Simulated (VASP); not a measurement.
# Ir (P6/mmm) in VASP: further runs

Runs on Ir. Level: LDA. Tasks: relaxation of cell and atoms.

Everything below comes from runs of VASP 6.6.1. Logs are shortened: lines on timing, memory, paths and dates and some standing lists are left out, and cuts for length are marked.

## (1) The cell of the first run

Symmetry: P6/mmm, No. 191, hexagonal system. Conventional cell: a = 4.089 Å, b = 4.089 Å, c = 2.535 Å, α = 90.00°, β = 90.00°, γ = 120.00°. Ir (site symmetry 6/mmm) has 14 Ir at 2.54 to 2.68 Å within 3.3 Å. Within 3.1 Å of Ir (site symmetry -6m2) lie 11 Ir at 2.36 to 2.68 Å.

This isn't the form of Ir at room conditions, which is fcc.

## (2) Relaxation of cell and atoms, LDA, target pressure 68 GPa, at which the enthalpy is minimised

Contents of INCAR:

```
ALGO = Normal
EDIFF = 1E-6
EDIFFG = -0.005
ENCUT = 600
IBRION = 2
ISIF = 3
ISMEAR = -1
LASPH = T
LCHARG = F
LREAL = F
LWAVE = F
NELM = 80
NSW = 60
PREC = Accurate
PSTRESS = 680.0
SIGMA = 0.08
```

Contents of KPOINTS:

```
k-points
0
Gamma
  9 9 12
```

Contents of POSCAR:

```
Ir
1.0
    4.0889839211      0.0000000000      0.0000000000
   -2.0444919606      3.5411639513      0.0000000000
    0.0000000000      0.0000000000      2.5351700311
Ir
3
Direct
    0.0000000000      0.0000000000      0.0000000000
    0.3333333333      0.6666666667      0.5000000000
    0.6666666667      0.3333333333      0.5000000000
```

Potentials or basis: VASP PAW LDA potentials, release 64 (Ir).

Launch:

```console
> cat potpaw_LDA.64/Ir/POTCAR > POTCAR
> mpirun -np 1 vasp_std > vasp.out
```

OUTCAR:

```text
EDIFF = 1E-6
   EDIFFG = -0.005
   ENCUT = 600
   IBRION = 2
   ISIF = 3
   ISMEAR = -1
   LASPH = T
   LREAL = F
   NELM = 80
   NSW = 60
   PREC = Accurate
   PSTRESS = 680.0

 ion  position               nearest neighbor table
   1  0.000  0.000  0.000-   2 2.68   3 2.68   2 2.68   3 2.68   2 2.68   2 2.68   3 2.68   3 2.68
                             3 2.68   3 2.68   2 2.68   2 2.68
   2  0.333  0.667  0.500-   3 2.36   3 2.36   3 2.36   1 2.68   1 2.68   1 2.68   1 2.68   1 2.68
                             1 2.68
   3  0.667  0.333  0.500-   2 2.36   2 2.36   2 2.36   1 2.68   1 2.68   1 2.68   1 2.68   1 2.68
                             1 2.68

  LATTYP: Found a hexagonal cell.
 ALAT       =     4.0889839211
 C/A-ratio  =     0.6200000000

  Lattice vectors:

 A1 = (   4.0889839211,   0.0000000000,   0.0000000000)
 A2 = (  -2.0444919606,   3.5411639513,   0.0000000000)
 A3 = (   0.0000000000,   0.0000000000,   2.5351700311)

Analysis of symmetry for initial positions (statically):
=====================================================================
 Subroutine PRICEL returns:
 Original cell was already a primitive cell.

 Routine SETGRP: Setting up the symmetry group for a
 hexagonal supercell.

 Subroutine GETGRP returns: Found 24 space group operations
 (whereof 24 operations were pure point group operations)
 out of a pool of 24 trial point group operations.

The static configuration has the point symmetry D_6h.

Analysis of symmetry for dynamics (positions and initial velocities):
=====================================================================
 Subroutine PRICEL returns:
 Original cell was already a primitive cell.

 Routine SETGRP: Setting up the symmetry group for a
 hexagonal supercell.

 Subroutine GETGRP returns: Found 24 space group operations
 (whereof 24 operations were pure point group operations)
 out of a pool of 24 trial point group operations.

The dynamic configuration has the point symmetry D_6h.

 Subroutine INISYM returns: Found 24 space group operations
 (whereof 24 operations are pure point group operations),
 and found     1 'primitive' translations

----------------------------------------------------------------------------------------

                                     Primitive cell

  volume of cell :      36.7087

  direct lattice vectors                    reciprocal lattice vectors
     4.088983921  0.000000000  0.000000000     0.244559533  0.141196512  0.000000000
    -2.044491961  3.541163951  0.000000000     0.000000000  0.282393025  0.000000000
     0.000000000  0.000000000  2.535170031     0.000000000  0.000000000  0.394450860

  length of vectors
[... 101 lines left out ...]
   IALGO  =     38    algorithm
   IMIX   =      4    mixing-type and parameters
     AMIX     =   0.40;   BMIX     =  1.00
     AMIX_MAG =   1.60;   BMIX_MAG =  1.00
  volume/ion in A,a.u.               =      12.24        82.57
  Fermi-wavevector in a.u.,A,eV,Ry     =   1.477769  2.792579 29.712423  2.183801
  Thomas-Fermi vector in A             =   2.592132
   LORBIT       =      0    0 simple, 1 ext, 2 COOP (PROOUT), +10 PAW based schemes
   GGA     = CA    functional components
   LHFCALC =     F    Hartree Fock is set to
   AEXX    =    0.0000 exact exchange contribution
   IVDW    =     0    specifies the selected vdW correction
   LEPSILON=     F    determine dielectric tensor
   LRPA    =     F    only Hartree local field effects (RPA)
 conjugate gradient relaxation of ions
 non-spin polarized calculation
  energy-cutoff  :      600.00
  volume of cell :       36.71
 maximum number of plane-waves:      1258
 NGX is ok and might be reduce to    36
   NGX = 17   NGY = 17   NGZ = 11

--------------------------------------- Ionic step        1  -------------------------------------------

 number of electron      27.0000002 magnetization

 Free energy of the ion-electron system (eV)
  ---------------------------------------------------
  ext. energy  EPLUGINS =         0.00000000
  ---------------------------------------------------
  free energy    TOTEN  =       -28.41614739 eV

  energy without entropy =      -28.33893861  energy(sigma->0) =      -28.37754300

------------------------ aborting loop because EDIFF is reached ----------------------------------------

  FORCE on cell =-STRESS in cart. coord.  units (eV):
  Direction    XX          YY          ZZ          XY          YZ          ZX
  --------------------------------------------------------------------------------------
  -------------------------------------------------------------------------------------
  Total       21.5455289     21.5455289     18.3358143     -0.0000000      0.0000000     -0.0000000
  in kB      940.3709677    940.3709676    800.2805356     -0.0000000      0.0000000     -0.0000000
  external PRESSURE =     213.6741570 kB  Pullay stress =     680.0000000 kB
[... 26 lines left out ...]
--------------------------------------- Ionic step        2  -------------------------------------------

 number of electron      26.9999999 magnetization

 E-fermi :   8.9028     XC(G=0): -13.6571

 val. band max:        8.8914126103   @ k =   0.4444   0.1111   0.1667
 cond. band min:       8.9078741092   @ k =   0.4444   0.0000   0.2500
 fundamental gap:      0.0164614989
 Fermi energy:         8.9028222769

 k-point     1 :       0.0000    0.0000    0.0000
  band No.  band energies     occupation
      1      -1.3147      2.00000
      2       2.2165      2.00000
      3       4.0049      2.00000
      4       4.6948      2.00000
      5       4.6948      2.00000
      6       4.6990      2.00000
[... 544 lines left out ...]
  energy  without entropy=      -28.9512326387  energy(sigma->0) =      -28.99126153

  enthalpy is  TOTEN    =       -12.9149187521 eV   P V=       16.1163716777

[... ionic steps 4 to 7 ...]

--------------------------------------- Ionic step        8  -------------------------------------------

 number of electron      27.0000000 magnetization

------------------------ aborting loop because EDIFF is reached ----------------------------------------
[... 73 lines left out ...]
--------------------------------------- Ionic step       10  -------------------------------------------

 number of electron      27.0000000 magnetization

 Free energy of the ion-electron system (eV)
  ---------------------------------------------------
  ext. energy  EPLUGINS =         0.00000000
  ---------------------------------------------------
  free energy    TOTEN  =       -28.95029342 eV

  energy without entropy =      -28.87169321  energy(sigma->0) =      -28.91099332

 E-fermi :  12.4820     XC(G=0): -14.8036

 val. band max:       12.4793190141   @ k =   0.3333   0.0000   0.4167
 cond. band min:      12.4882447640   @ k =   0.2222   0.2222   0.0000
 fundamental gap:      0.0089257500
 Fermi energy:        12.4820029292

 k-point     1 :       0.0000    0.0000    0.0000
  band No.  band energies     occupation
      1       0.1018      2.00000
      2       3.6586      2.00000
      3       6.4768      2.00000
      4       6.9190      2.00000
      5       6.9190      2.00000
      6       6.9722      2.00000
[... 505 lines left out ...]
  energy  without entropy=      -28.8716932069  energy(sigma->0) =      -28.91099332

  enthalpy is  TOTEN    =       -12.9198191885 eV   P V=       16.0304742361

 reached required accuracy - stopping structural energy minimisation
```

OSZICAR:

```text
N       E                     dE             d eps       ncg     rms          rms(c)
DAV:   1     0.314256072803E+03    0.31426E+03   -0.13679E+04  2856   0.180E+03
DAV:   2    -0.108211750119E+02   -0.32508E+03   -0.31785E+03  2883   0.499E+02
DAV:   3    -0.293319301243E+02   -0.18511E+02   -0.17635E+02  3938   0.125E+02
[... 83 lines left out ...]
DAV:   2    -0.289504097430E+02    0.67674E-03   -0.13598E-03  2955   0.473E-01    0.157E-01
DAV:   3    -0.289503382522E+02    0.71491E-04   -0.81475E-04  4006   0.367E-01    0.583E-02
DAV:   4    -0.289502932375E+02    0.45015E-04   -0.30495E-04  4138   0.240E-01    0.213E-02
DAV:   5    -0.289502933121E+02   -0.74588E-07   -0.10897E-05  2913   0.377E-02    0.446E-03
DAV:   6    -0.289502934246E+02   -0.11245E-06   -0.38821E-07  1441   0.546E-03
  10 F= -.12919819E+02 E0= -.12880519E+02  d E =-.246694E-04
```

Wall time 3 min (1 thread of Intel Xeon Platinum 8488C (Sapphire Rapids), shared host); peak memory 0.19 GiB.

What came out:

- Free energy: -28.9503 eV
- Relaxed volume: 12.59 Å³/atom
- Relaxed cell: a = 4.147 Å, b = 4.147 Å, c = 2.535 Å, α = 90.00°, β = 90.00°, γ = 120.00°
- Space group after relaxing (to 0.1 Å): P6/mmm (No. 191)
- Energy change on relaxing (the run minimises the enthalpy): -178.0 meV/atom
- Ionic steps: 10
- Pressure after relaxing: 68.0 GPa
- Band gap on the k mesh: zero (an odd number of electrons rules out a gap without spin polarisation)

Step by step:
| step | energy change (eV) | largest force (eV/Å) | pressure (GPa) | volume (Å³) |
| --- | --- | --- | --- | --- |
| 1 | 0.0000 | 0.0000 | 89.37 | 36.71 |
| 2 | -1.2291 | 0.0000 | -21.14 | 46.04 |
| 3 | -0.6151 | 0.0000 | 64.59 | 37.97 |
| 4 | -0.5595 | 0.0000 | 67.01 | 37.84 |
| 5 | -0.5498 | 0.0000 | 67.42 | 37.82 |
| 6 | -0.4677 | 0.0000 | 70.19 | 37.64 |
| 7 | -0.5260 | 0.0000 | 68.36 | 37.75 |
| 8 | -0.5255 | 0.0000 | 68.38 | 37.75 |
| 9 | -0.5731 | 0.0000 | 66.31 | 37.86 |
| 10 | -0.5341 | 0.0000 | 68.01 | 37.77 |

Final structure:
```
Ir
1.0
     4.14742    0.00000    0.00000
    -2.07371    3.59177    0.00000
     0.00000    0.00000    2.53549
Ir
3
Direct
  0.00000 0.00000 0.00000
  0.33333 0.66667 0.50000
  0.66667 0.33333 0.50000
```

Caveat: the cell is relaxed towards a set pressure, so the run minimises the enthalpy, not the energy; spin-orbit coupling is left out, which moves the levels of the heavy elements.

## (3) Relaxation of cell and atoms, LDA, target pressure 68 GPa, at which the enthalpy is minimised

This run uses another cell than the first one, of 12.52 Å³/atom.

Contents of INCAR:

```
SYSTEM = Ir
PREC = Accurate
ENCUT = 600
EDIFF = 1E-6
ISMEAR = -1
SIGMA = 0.08
LREAL = .FALSE.
LASPH = .TRUE.
NELM = 60
ALGO = Normal
ISIF = 3
LWAVE = .FALSE.
LCHARG = .FALSE.
GGA = CA
IBRION = 2
NSW = 32
EDIFFG = -0.005
PSTRESS = 680.0
```

Contents of KPOINTS:

```
Automatic mesh
0
G
  9 9 12
  0 0 0
```

Contents of POSCAR:

```
Ir
1.0
    4.1392202465      0.0000000000      0.0000000000
   -2.0696101233      3.5846698853      0.0000000000
    0.0000000000      0.0000000000      2.5305931273
Ir
3
Direct
    0.0000000000      0.0000000000      0.0000000000
    0.3333333333      0.6666666667      0.5000000000
    0.6666666667      0.3333333333      0.5000000000
```

Potentials or basis: VASP PAW LDA potentials, release 64 (Ir).

Launch:

```console
> cat potpaw_LDA.64/Ir/POTCAR > POTCAR
> mpirun -np 1 vasp_std > vasp.out
```

It took 100 s on 1 thread of Intel Xeon Platinum 8488C (Sapphire Rapids), shared host; peak memory 0.19 GiB.

Results (log left out):

```yaml
Free_energy: -28.9506 eV
Relaxed_volume: 12.59 Å³/atom
Relaxed_cell: a = 4.147 Å, b = 4.147 Å, c = 2.536 Å, α = 90.00°, β = 90.00°, γ = 120.00°
Space_group_after_relaxing_to_0.1_Å: P6/mmm (No. 191)
Energy_change_on_relaxing_the_run_minimises_the_enthalpy: -32.4 meV/atom
Ionic_steps: 7
Pressure_after_relaxing: 68.0 GPa
Band_gap_on_the_k_mesh: zero (an odd number of electrons rules out a gap without spin polarisation)
```

The path:
```
step  energy change (eV)  largest force (eV/Å)  pressure (GPa)  volume (Å³)
   1              0.0000                0.0000           72.10        37.55
   2             -0.6270                0.0000           42.68        39.32
   3             -0.0992                0.0000           67.91        37.78
   4             -0.0972                0.0000           68.01        37.77
   5             -0.0975                0.0000           68.00        37.77
   6             -0.0973                0.0000           68.00        37.77
   7             -0.0972                0.0000           68.00        37.77
```

Final structure:
```
Ir
1.0
     4.14740    0.00000    0.00000
    -2.07370    3.59175    0.00000
     0.00000    0.00000    2.53555
Ir
3
Direct
  0.00000 0.00000 0.00000
  0.33333 0.66667 0.50000
  0.66667 0.33333 0.50000
```

Levels at points of the mesh, in eV from the Fermi level:
| k point | band 11 | band 12 | band 13 | band 14 | band 15 | band 16 | band 17 |
| --- | --- | --- | --- | --- | --- | --- | --- |
| (0.00, 0.00, 0.00) | -2.51 | -2.51 | -2.47 | -2.47 | 1.59 | 1.59 | 7.13 |
| (0.00, 0.00, 0.50) | 0.04 | 0.04 | 0.83 | 0.83 | 2.85 | 3.69 | 4.15 |

Caveat: the cell is relaxed towards a set pressure, so the run minimises the enthalpy, not the energy; spin-orbit coupling is left out, which moves the levels of the heavy elements.
